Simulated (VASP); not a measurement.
# NaH in VASP: settings compared

The runs below take NaH through single point, with r2SCAN, PBE.

Everything below comes from runs of VASP 6.6.1. Logs are shortened: lines on timing, memory, paths and dates and some standing lists are left out, and cuts for length are marked.

## (1) The cell of the first run

Symmetry: I4/mmm, No. 139, tetragonal system. Conventional cell: a = 3.190 Å, b = 3.190 Å, c = 4.795 Å, α = 90.00°, β = 90.00°, γ = 90.00°. Within 3.0 Å of Na (site symmetry 4/mmm) lie 6 H at 2.26 to 2.40 Å. H (site symmetry 4/mmm) has 6 Na at 2.26 to 2.40 Å within 3.0 Å.

## (2) Single point, r2SCAN (biaxial xy strain -5.9%)

Input file POSCAR:

```
NaH
1.0
    0.0000000000      2.2558193111      2.3975122873
    2.2558193111      0.0000000000      2.3975122873
    2.2558193111      2.2558193111      0.0000000000
Na H
1 1
Direct
    0.0000000000      0.0000000000      0.0000000000
    0.5000000000      0.5000000000      0.5000000000
```

Input file INCAR.step1:

```
PREC = Accurate
ENCUT = 520
ISMEAR = 0
SIGMA = 0.01
LREAL = F
LASPH = T
NELM = 100
NBANDS = 11
GGA = PE
ALGO = Normal
EDIFF = 1E-4
LWAVE = T
LCHARG = F
```

Input file INCAR.step2:

```
PREC = Accurate
ENCUT = 520
EDIFF = 1E-6
ISMEAR = 0
SIGMA = 0.01
LREAL = F
LASPH = T
NELM = 100
ALGO = Normal
ISIF = 2
LWAVE = F
LCHARG = T
METAGGA = R2SCAN
LMIXTAU = T
LELF = T
LVHAR = T
NBANDS = 11
ISTART = 1
```

Input file KPOINTS:

```
regular mesh
0
Gamma
  10 10 10
```

Potentials or basis: VASP PAW PBE potentials, release 64 (Na_pv, H).

The run is started by

```bash
$ cat potpaw_PBE.64/Na_pv/POTCAR potpaw_PBE.64/H/POTCAR > POTCAR
$ cp INCAR.step1 INCAR
$ mpirun -np 1 vasp_std > vasp.out
$ cp INCAR.step2 INCAR
$ mpirun -np 1 vasp_std > vasp.out
```

OUTCAR:

```text
PREC = Accurate
   ENCUT = 520
   EDIFF = 1E-6
   ISMEAR = 0
   LREAL = F
   LASPH = T
   NELM = 100
   ISIF = 2
   METAGGA = R2SCAN
   ISTART = 1

 ion  position               nearest neighbor table
   1  0.000  0.000  0.000-
   2  0.500  0.500  0.500-

  LATTYP: Found a body centered tetragonal cell.
 ALAT       =     3.1902102640
 C/A-ratio  =     1.5030434290

  Lattice vectors:

 A1 = (  -2.2558193111,   0.0000000000,   2.3975122873)
 A2 = (   2.2558193111,   0.0000000000,   2.3975122873)
 A3 = (   0.0000000000,   2.2558193111,  -2.3975122873)

Analysis of symmetry for initial positions (statically):
=====================================================================
 Subroutine PRICEL returns:
 Original cell was already a primitive cell.

 Routine SETGRP: Setting up the symmetry group for a
 body centered tetragonal supercell.

 Subroutine GETGRP returns: Found 16 space group operations
 (whereof 16 operations were pure point group operations)
 out of a pool of 16 trial point group operations.

The static configuration has the point symmetry D_4h.

Analysis of symmetry for dynamics (positions and initial velocities):
=====================================================================
 Subroutine PRICEL returns:
 Original cell was already a primitive cell.

 Routine SETGRP: Setting up the symmetry group for a
 body centered tetragonal supercell.

 Subroutine GETGRP returns: Found 16 space group operations
 (whereof 16 operations were pure point group operations)
 out of a pool of 16 trial point group operations.

The dynamic configuration has the point symmetry D_4h.

 Subroutine INISYM returns: Found 16 space group operations
 (whereof 16 operations are pure point group operations),
 and found     1 'primitive' translations

----------------------------------------------------------------------------------------

                                     Primitive cell

  volume of cell :      24.4005

  direct lattice vectors                    reciprocal lattice vectors
     0.000000000  2.255819311  2.397512287    -0.221648958  0.221648958  0.208549505
     2.255819311  0.000000000  2.397512287     0.221648958 -0.221648958  0.208549505
     2.255819311  2.255819311  0.000000000     0.221648958  0.221648958 -0.208549505

  length of vectors
     3.291927389  3.291927389  3.190210264     0.376496238  0.376496238  0.376496238

  position of ions in fractional coordinates (direct lattice)
     0.000000000  0.000000000  0.000000000
     0.500000000  0.500000000  0.500000000

  ion indices of the primitive-cell ions
   primitive index   ion index
                 1           1
                 2           2

----------------------------------------------------------------------------------------

 KPOINTS: regular mesh

Automatic generation of k-mesh.
 Grid dimensions read from file:
 generate k-points for:   10   10   10

 Generating k-lattice:

  Cartesian coordinates                     Fractional coordinates (reciprocal lattice)
    -0.022164896  0.022164896  0.020854950     0.100000000  0.000000000  0.000000000
     0.022164896 -0.022164896  0.020854950     0.000000000  0.100000000  0.000000000
     0.022164896  0.022164896 -0.020854950     0.000000000  0.000000000  0.100000000

  Length of vectors
     0.037649624  0.037649624  0.037649624

  Shift w.r.t. Gamma in fractional coordinates (k-lattice)
     0.000000000  0.000000000  0.000000000

 Subroutine IBZKPT returns following result:
 ===========================================

 Found    102 irreducible k-points:

 Following reciprocal coordinates:
            Coordinates               Weight
  0.000000  0.000000  0.000000      1.000000
  0.100000  0.000000  0.000000      8.000000
  0.200000  0.000000  0.000000      8.000000
  0.300000  0.000000  0.000000      8.000000
  0.400000  0.000000  0.000000      8.000000
  0.500000  0.000000  0.000000      4.000000
[... 16 lines left out ...]
  0.300000  0.300000  0.000000      2.000000
  0.400000  0.300000  0.000000      8.000000
 [... further k-points ...]
   k-points           NKPTS =    102   k-points in BZ     NKDIM =    102   number of bands    NBANDS=     11
   number of dos      NEDOS =    301   number of ions     NIONS =      2
   total plane-waves  NPLWV =  13824
   dimension x,y,z NGX =    24 NGY =   24 NGZ =   24
   dimension x,y,z NGXF=    48 NGYF=   48 NGZF=   48
   ions per type =               1   1
   NGX,Y,Z   is equivalent  to a cutoff of  12.12, 12.12, 12.51 a.u.
   NGXF,Y,Z  is equivalent  to a cutoff of  24.24, 24.24, 25.01 a.u.
 SYSTEM =  unknown system
   PREC   = accura    normal or accurate (medium, high low for compatibility)
   ISTART =      1    job   : 0-new  1-cont  2-samecut
   ICHARG =      0    charge: 1-file 2-atom 10-const
   ISPIN  =      1    spin polarized calculation?
   LNONCOLLINEAR =      F non collinear calculations
   LSORBIT =      F    spin-orbit coupling
   LASPH  =      T    aspherical Exc in radial PAW
   ENCUT  =  520.0 eV  38.22 Ry    6.18 a.u.   6.12  6.12  5.93*2*pi/ulx,y,z
   NELM   =    100;   NELMIN=  2; NELMDL=  0     # of ELM steps
   EDIFF  = 0.1E-05   stopping-criterion for ELM
   LREAL  =      F    real-space projection
   EDIFFG = 0.1E-04   stopping-criterion for IOM
   NSW    =      0    number of steps for IOM
   IBRION =     -1    ionic relax: 0-MD 1-quasi-New 2-CG
   NFREE  =      0    steps in history (QN), initial steepest desc. (CG)
   ISIF   =      2    stress and relaxation
   ISYM   =      2    0-nonsym 1-usesym 2-fastsym
   POTIM  = 0.5000    time-step for ionic-motion
   TEBEG  =    0.0;   TEEND  =   0.0 temperature during run
   PSTRESS=    0.0 pullay stress
   NELECT =       8.0000    total number of electrons
   NUPDOWN=      -1.0000    fix difference up-down
   EMIN   =  10.00;   EMAX   =-10.00  energy-range for DOS
   EFERMI =   0.00;   METHOD = LEGACY
   ISMEAR =     0;   SIGMA  =   0.01  broadening in eV -4-tet -1-fermi 0-gaus
   EFERMI_NEDOS =   21; number of points for ismear=-14 and -15
   IALGO  =     38    algorithm
   IMIX   =      4    mixing-type and parameters
     AMIX     =   0.40;   BMIX     =  1.00
     AMIX_MAG =   1.60;   BMIX_MAG =  1.00
  volume/ion in A,a.u.               =      12.20        82.33
  Fermi-wavevector in a.u.,A,eV,Ry     =   1.128855  2.133228 17.338104  1.274315
  Thomas-Fermi vector in A             =   2.265547
   LORBIT       =      0    0 simple, 1 ext, 2 COOP (PROOUT), +10 PAW based schemes
   METAGGA = R2SCAN    functional components
   LHFCALC =     F    Hartree Fock is set to
   AEXX    =    0.0000 exact exchange contribution
   IVDW    =     0    specifies the selected vdW correction
   LEPSILON=     F    determine dielectric tensor
   LRPA    =     F    only Hartree local field effects (RPA)
 non-spin polarized calculation
 Gauss-broadening in eV      SIGMA  =   0.01
  energy-cutoff  :      520.00
  volume of cell :       24.40
 maximum number of plane-waves:       668
   NGX = 13   NGY = 13   NGZ = 11

 number of electron       7.9999988 magnetization

 Free energy of the ion-electron system (eV)
  ---------------------------------------------------
  ext. energy  EPLUGINS =         0.00000000
  ---------------------------------------------------
  free energy    TOTEN  =        -7.56298316 eV

  energy without entropy =       -7.56298316  energy(sigma->0) =       -7.56298316

 E-fermi :  -0.8353     XC(G=0):  -8.6883

 val. band max:       -0.9404570668   @ k =  -0.3000   0.2000   0.5000
 cond. band min:       3.6747861413   @ k =   0.5000   0.0000   0.0000
 fundamental gap:      4.6152432081
 Fermi energy:        -0.8353135303

 k-point     1 :       0.0000    0.0000    0.0000
  band No.  band energies     occupation
      1     -23.6268      2.00000
      2     -23.6037      2.00000
      3     -23.6034      2.00000
      4      -4.9363      2.00000
      5      11.7752      0.00000
      6      16.3066      0.00000
      7      16.6582      0.00000
      8      16.6583      0.00000
      9      17.6167      0.00000
     10      17.9455      0.00000
     11      17.9457      0.00000

 k-point     2 :       0.1000    0.0000    0.0000
  band No.  band energies     occupation
      1     -23.6336      2.00000
      2     -23.6131      2.00000
      3     -23.6047      2.00000
      4      -4.7400      2.00000
      5      10.9896      0.00000
      6      14.3579      0.00000
      7      15.7340      0.00000
      8      16.1640      0.00000
      9      18.3006      0.00000
     10      18.5293      0.00000
     11      18.8606      0.00000

 k-point     3 :       0.2000    0.0000    0.0000
  band No.  band energies     occupation
      1     -23.6640      2.00000
      2     -23.6253      2.00000
      3     -23.6073      2.00000
      4      -4.1720      2.00000
      5       8.8621      0.00000
      6      12.8933      0.00000
      7      14.7835      0.00000
      8      15.4637      0.00000
      9      18.5328      0.00000
     10      19.2418      0.00000
     11      20.1342      0.00000

 k-point     4 :       0.3000    0.0000    0.0000
  band No.  band energies     occupation
      1     -23.7078      2.00000
      2     -23.6335      2.00000
      3     -23.6105      2.00000
      4      -3.3085      2.00000
      5       6.4542      0.00000
      6      12.1881      0.00000
      7      14.0167      0.00000
      8      14.8980      0.00000
      9      18.2115      0.00000
     10      19.2908      0.00000
     11      21.1831      0.00000

 k-point     5 :       0.4000    0.0000    0.0000
  band No.  band energies     occupation
      1     -23.7436      2.00000
      2     -23.6394      2.00000
      3     -23.6131      2.00000
      4      -2.3544      2.00000
      5       4.5062      0.00000
      6      11.8404      0.00000
      7      13.5266      0.00000
      8      14.5339      0.00000
      9      17.9344      0.00000
     10      19.0544      0.00000
     11      21.2410      0.00000
[... 211 lines left out ...]
 k-point    21 :      -0.3000    0.2000    0.0000
  band No.  band energies     occupation
      1     -23.7246      2.00000
      2     -23.6724      2.00000
      3     -23.6141      2.00000
      4      -2.1276      2.00000
      5       5.5013      0.00000
      6       7.8255      0.00000
      7      14.3210      0.00000
      8      15.3864      0.00000
      9      19.0898      0.00000
     10      20.1531      0.00000
     11      22.2316      0.00000

 k-point    22 :      -0.2000    0.2000    0.0000
  band No.  band energies     occupation
      1     -23.7038      2.00000
      2     -23.6603      2.00000
      3     -23.6090      2.00000
      4      -2.9788      2.00000
      5       7.0007      0.00000
      6       8.6740      0.00000
      7      15.2851      0.00000
      8      15.5991      0.00000
      9      19.0505      0.00000
     10      19.6487      0.00000
     11      20.3667      0.00000

 k-point    23 :       0.3000    0.3000    0.0000
  band No.  band energies     occupation
      1     -23.7102      2.00000
      2     -23.6292      2.00000
      3     -23.6289      2.00000
      4      -3.0124      2.00000
      5       6.5079      0.00000
      6      11.8102      0.00000
      7      12.7844      0.00000
      8      12.7845      0.00000
      9      15.6008      0.00000
     10      22.7268      0.00000
     11      25.6345      0.00000

 k-point    24 :       0.4000    0.3000    0.0000
  band No.  band energies     occupation
      1     -23.7260      2.00000
      2     -23.6406      2.00000
      3     -23.6332      2.00000
      4      -2.3627      2.00000
      5       5.5526      0.00000
      6       9.9505      0.00000
      7      12.5246      0.00000
      8      13.2961      0.00000
      9      15.9913      0.00000
     10      22.9509      0.00000
     11      25.1603      0.00000

 [... further k-points ...]
[... 5 lines left out ...]
  --------------------------------------------------------------------------------------
  -------------------------------------------------------------------------------------
  Total        0.7555644      0.7555644      0.2201294      0.0000000      0.0000000      0.0000000
  in kB       49.6115300     49.6115300     14.4540359      0.0000000      0.0000000      0.0000000
  external PRESSURE =      37.8923653 kB  Pullay stress =       0.0000000 kB

 VOLUME and BASIS-vectors are now :
 -----------------------------------------------------------------------------
  energy-cutoff  :      520.00
  volume of cell :       24.40
      direct lattice vectors                 reciprocal lattice vectors
     0.000000000  2.255819311  2.397512287    -0.221648958  0.221648958  0.208549505
     2.255819311  0.000000000  2.397512287     0.221648958 -0.221648958  0.208549505
     2.255819311  2.255819311  0.000000000     0.221648958  0.221648958 -0.208549505

 POSITION                                       TOTAL-FORCE (eV/Angst)
 -----------------------------------------------------------------------------------
      0.00000      0.00000      0.00000         0.000000     -0.000000      0.000000
      2.25582      2.25582      2.39751        -0.000000      0.000000     -0.000000
 -----------------------------------------------------------------------------------
    total drift:                                0.000000     -0.000000     -0.000000

  FREE ENERGIE OF THE ION-ELECTRON SYSTEM (eV)
  ---------------------------------------------------
  free  energy   TOTEN  =        -7.5629831619 eV

  energy  without entropy=       -7.5629831619  energy(sigma->0) =       -7.56298316
```

Wall time 26 s (1 thread of Intel Xeon 6975P-C (Granite Rapids), shared host); peak memory 0.15 GiB.

What came out:

- Free energy: -7.5630 eV
- Pressure: 3.8 GPa
- Band gap on the k mesh: 4.62 eV, indirect (least direct gap 5.41 eV)

Caveat: the cell differs from its parent crystal (biaxial xy strain -5.9%); the PAW data sets were made with another functional, which shifts forces and pressure a little.

(Continued in part 2 of 3.)
